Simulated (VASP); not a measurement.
Here is a VASP 6.6.1 calculation.

INCAR

```
PREC     = Accurate       # precision mode
ENCUT    = 520            # plane-wave cutoff, eV
EDIFF    = 1E-6           # SCF threshold, eV
ISMEAR   = 0              # smearing method
SIGMA    = 0.1            # smearing width, eV
LREAL    = False          # projectors in reciprocal space
LASPH    = True           # aspherical terms in the spheres
NELM     = 60             # most SCF steps
ALGO     = Fast           # electronic algorithm
ISIF     = 2              # what is computed and relaxed
LWAVE    = False          # write WAVECAR
LCHARG   = False          # write CHGCAR
GGA      = PS             # functional
NBANDS   = 12             # bands
```

The input KPOINTS:

```
Automatic mesh
0
Gamma
  20 20 20
```

POSCAR

```
V
1.0
   -1.4794369481      1.4794369481      1.4794369481
    1.4794369481     -1.4794369481      1.4794369481
    1.4794369481      1.4794369481     -1.4794369481
V
1
Direct
    0.0000000000      0.0000000000      0.0000000000
```

Potentials or basis: VASP PAW PBE potentials, release 64 (V_sv).

Run with:

```bash
$ cat potpaw_PBE.64/V_sv/POTCAR > POTCAR
$ mpirun -np 1 vasp_std > vasp.out
```

Question: Estimate the pressure.

Answer: 0.3 GPa.

Caveat: the PAW data sets were made with another functional, which shifts forces and pressure a little.
